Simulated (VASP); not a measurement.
The system is B.

```
B
1.0
     1.88524    0.00000    0.00000
     0.00000    1.88524    0.00000
     0.00000    0.00000    1.88524
B
1
Direct
  0.50000 0.50000 0.50000
```

```yaml
Program: VASP 6.6.1
Task: relaxation of cell and atoms
Functional: PBEsol
Dispersion: D3(BJ)
Potentials_or_basis: VASP PAW PBE potentials, release 64 (B)
Cutoff: 600 eV
k_mesh: 14 × 14 × 14
Occupations: fermi-dirac, width 0.05 eV
Spin: no spin polarisation
```

At the start: pressure -6.3 GPa; volume 6.70 Å³/atom.

Q: Where does the relaxation end?

A: Over 3 steps the energy falls by 3.5 meV/atom and the volume is 6.52 Å³/atom (-2.6 %); space group Pm-3m (No. 221, to 0.05 Å).

Step by step:
| step | energy change (eV) | largest force (eV/Å) | pressure (GPa) | volume (Å³) |
| --- | --- | --- | --- | --- |
| 1 | 0.0000 | 0.0000 | -6.27 | 6.70 |
| 2 | -0.0028 | 0.0000 | 2.97 | 6.45 |
| 3 | -0.0035 | 0.0000 | 0.01 | 6.52 |

Final structure:
```
B
1.0
     1.86863    0.00000    0.00000
     0.00000    1.86863    0.00000
     0.00000    0.00000    1.86863
B
1
Direct
  0.50000 0.50000 0.50000
```

Caveat: the PAW data sets were made with another functional, which shifts forces and pressure a little; pairwise dispersion overbinds metals, which lowers pressure and volume.
